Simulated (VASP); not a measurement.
A run of VASP 6.6.1:

The input POSCAR:

```
Ge
1.0
    0.0000000000      2.8107242281      2.8107242281
    2.8107242281      0.0000000000      2.8107242281
    2.8107242281      2.8107242281      0.0000000000
Ge
2
Direct
    0.0000000000      0.0000000000      0.0000000000
    0.2500000000      0.2500000000      0.2500000000
```

INCAR.step1

```
PREC     = Accurate       # precision mode
ENCUT    = 410            # plane-wave cutoff, eV
EDIFF    = 1E-6           # SCF threshold, eV
ISMEAR   = 0              # smearing method
SIGMA    = 0.1            # smearing width, eV
LREAL    = F              # projectors in reciprocal space
LASPH    = T              # aspherical terms in the spheres
NELM     = 120            # most SCF steps
ALGO     = Normal         # electronic algorithm
ISIF     = 2              # what is computed and relaxed
LWAVE    = F              # write WAVECAR
LCHARG   = T              # write CHGCAR
GGA      = CA             # functional
NBANDS   = 21             # bands
GGA_COMPAT= F            
NEDOS    = 2001           # points of the DOS
LORBIT   = 11             # projections on sites
```

File KPOINTS.step1:

```
regular mesh
0
Gamma
  14 14 14
```

File INCAR.step2:

```
PREC     = Accurate       # precision mode
ENCUT    = 410            # plane-wave cutoff, eV
EDIFF    = 1E-6           # SCF threshold, eV
ISMEAR   = -5             # smearing method
SIGMA    = 0.1            # smearing width, eV
LREAL    = F              # projectors in reciprocal space
LASPH    = T              # aspherical terms in the spheres
NELM     = 120            # most SCF steps
ALGO     = Normal         # electronic algorithm
ISIF     = 2              # what is computed and relaxed
LWAVE    = F              # write WAVECAR
LCHARG   = F              # write CHGCAR
GGA      = CA             # functional
LORBIT   = 11             # projections on sites
NBANDS   = 21             # bands
NEDOS    = 2001           # points of the DOS
ICHARG   = 11             # starting density
GGA_COMPAT= F
```

Contents of KPOINTS.step2:

```
regular mesh
0
Gamma
  21 21 21
```

Potentials or basis: VASP PAW LDA potentials, release 64 (Ge_d).

The run is started by

```bash
$ cat potpaw_LDA.64/Ge_d/POTCAR > POTCAR
$ cp INCAR.step1 INCAR
$ cp KPOINTS.step1 KPOINTS
$ mpirun -np 1 vasp_std > vasp.out
$ cp INCAR.step2 INCAR
$ cp KPOINTS.step2 KPOINTS
$ mpirun -np 1 vasp_std > vasp.out
```

Hardware: 1 thread of Intel(R) Xeon(R) Platinum 8375C CPU @ 2.90GHz (Ice Lake), on a shared host.

How long does it take, and how much memory?

It took 100 s on 1 thread of Intel(R) Xeon(R) Platinum 8375C CPU @ 2.90GHz (Ice Lake), on a shared host, peak memory 0.25 GiB. Counts: k points 286.
